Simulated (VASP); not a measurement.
# Cd3F: single point with PBE

The system is Cd3F.

```
CELL_PARAMETERS angstrom
3.16435 0.00000 0.00000
0.00000 3.16435 0.00000
0.00000 0.00000 7.88826
ATOMIC_POSITIONS crystal
Cd 0.50000 0.50000 0.79137
Cd 0.00000 0.00000 0.50000
Cd 0.50000 0.50000 0.20863
F 0.00000 0.00000 0.00000
```

The cell was generated, and may not be a known phase.

- Program: VASP 6.6.1
- Task: single point
- Functional: PBE
- Potentials or basis: VASP PAW PBE potentials, release 64 (Cd, F)
- Cutoff: 520 eV
- k mesh: 6 × 6 × 2
- Occupations: gaussian, width 0.1 eV
- Spin: no spin polarisation

The pressure is 0.1 GPa. The largest force is 0.007 eV/Å and the band gap on the k mesh is zero (an odd number of electrons rules out a gap without spin polarisation).

Forces in eV/Å, atoms in the order of the input:
```
Cd   0.000  0.000 -0.007
Cd   0.000  0.000  0.000
Cd   0.000  0.000  0.007
F    0.000  0.000  0.000
```

Stress tensor (GPa, compression positive):
```
0.00 0.00 0.00
0.00 0.00 0.00
0.00 0.00 0.16
```

Levels at points of the mesh, in eV from the Fermi level:
| k point | band 19 | band 20 | band 21 | band 22 | band 23 | band 24 |
| --- | --- | --- | --- | --- | --- | --- |
| (0.00, 0.00, 0.00) | -4.22 | -4.22 | -3.51 | -2.72 | 4.04 | 5.09 |
| (0.50, 0.00, 0.00) | -4.08 | -3.21 | -3.14 | -0.94 | 0.00 | 1.54 |
| (0.50, 0.50, 0.00) | -4.36 | 0.37 | 0.37 | 0.89 | 1.39 | 2.54 |
| (0.00, 0.00, 0.50) | -5.09 | -4.22 | -4.22 | 0.02 | 0.36 | 7.56 |
| (0.50, 0.00, 0.50) | -4.08 | -3.46 | -2.55 | -1.11 | -0.59 | 2.19 |
| (0.50, 0.50, 0.50) | -4.36 | 0.15 | 0.15 | 1.04 | 1.42 | 1.85 |

It took 50 s on 1 thread of Oxide Virtual Turin-like Processor, with other jobs on the host, peak memory 0.16 GiB.

Caveat: the k points lie up to 0.40 Å⁻¹ apart, too coarse for converged energies and pressures of a metal.
